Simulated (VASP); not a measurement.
## SnTe: single point with r2SCAN

The system is SnTe.

```
CELL_PARAMETERS angstrom
3.86608 0.00000 0.00000
0.00000 3.86608 0.00000
0.00000 0.00000 3.86608
ATOMIC_POSITIONS crystal
Sn 0.00000 0.00000 0.00000
Te 0.50000 0.50000 0.50000
```

This cell differs from its parent crystal: strained.

```yaml
Program: VASP 6.6.1
Task: single point
Functional: r2SCAN
Potentials_or_basis: VASP PAW PBE potentials, release 64 (Sn_d, Te)
Cutoff: 550 eV
k_mesh: 12 × 12 × 12
Occupations: gaussian, width 0.1 eV
Spin: no spin polarisation
```

- Pressure: 0.6 GPa
- Band gap on the k mesh: zero (bands 10 and 11 overlap by 1.89 eV)

Levels at points of the mesh, in eV from the Fermi level:
```tsv
k point	band 8	band 9	band 10	band 11	band 12	band 13
(0.00, 0.00, 0.00)	-1.97	-1.97	-1.97	3.99	3.99	5.85
(0.50, 0.00, 0.00)	-0.35	-0.35	0.20	0.51	2.26	2.26
(0.50, 0.50, 0.00)	-5.15	-5.15	0.24	3.57	4.20	4.20
(0.50, 0.50, 0.50)	-3.11	-3.11	-3.11	-1.36	-1.36	-1.36
```

It took 6 min on 1 thread of Intel Xeon 8259CL, with other jobs on the host, peak memory 0.24 GiB.

Caveat: the cell differs from its parent crystal (strained); the PAW data sets were made with another functional, which shifts forces and pressure a little; spin-orbit coupling is left out, which moves the levels of the heavy elements.
